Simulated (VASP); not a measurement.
A run of VASP 6.6.1:

The input INCAR:

```
PREC = Accurate
ENCUT = 520
EDIFF = 1E-7
ISMEAR = 0
SIGMA = 0.1
LREAL = False
LASPH = True
NELM = 60
ALGO = Normal
ISIF = 2
LWAVE = False
LCHARG = True
GGA = PE
LELF = True
LVHAR = True
NBANDS = 64
```

Contents of KPOINTS:

```
regular mesh
0
Gamma
  6 6 1
```

POSCAR

```
WSe2
1.0
    3.3178488582      0.0000000000      0.0000000000
   -1.6589244291      2.8733413971      0.0000000000
    0.0000000000      0.0000000000     36.4183073100
W Se
4 8
Direct
    0.6666666700      0.3333333300      0.9061104700
    0.6666666700      0.3333333300      0.2804680000
    0.3333333300      0.6666666700      0.7195320000
    0.3333333300      0.6666666700      0.0938895300
    0.3333333300      0.6666666700      0.9517867400
    0.3333333300      0.6666666700      0.3261068200
    0.6666666700      0.3333333300      0.7652045500
    0.6666666700      0.3333333300      0.1395502000
    0.3333333300      0.6666666700      0.8604498000
    0.3333333300      0.6666666700      0.2347954500
    0.6666666700      0.3333333300      0.6738931800
    0.6666666700      0.3333333300      0.0482132600
```

Potentials or basis: VASP PAW PBE potentials, release 64 (W_sv, Se).

Command:

```sh
$ cat potpaw_PBE.64/W_sv/POTCAR potpaw_PBE.64/Se/POTCAR > POTCAR
$ mpirun -np 1 vasp_std > vasp.out
```

Hardware: 1 thread of Intel(R) Xeon(R) Platinum 8559C (Emerald Rapids), on a shared host.

Q: Estimate the wall time of this run.

A: It took 4.8 min on 1 thread of Intel(R) Xeon(R) Platinum 8559C (Emerald Rapids), on a shared host, peak memory 0.52 GiB. Counts: scf iterations 24, k points 7.
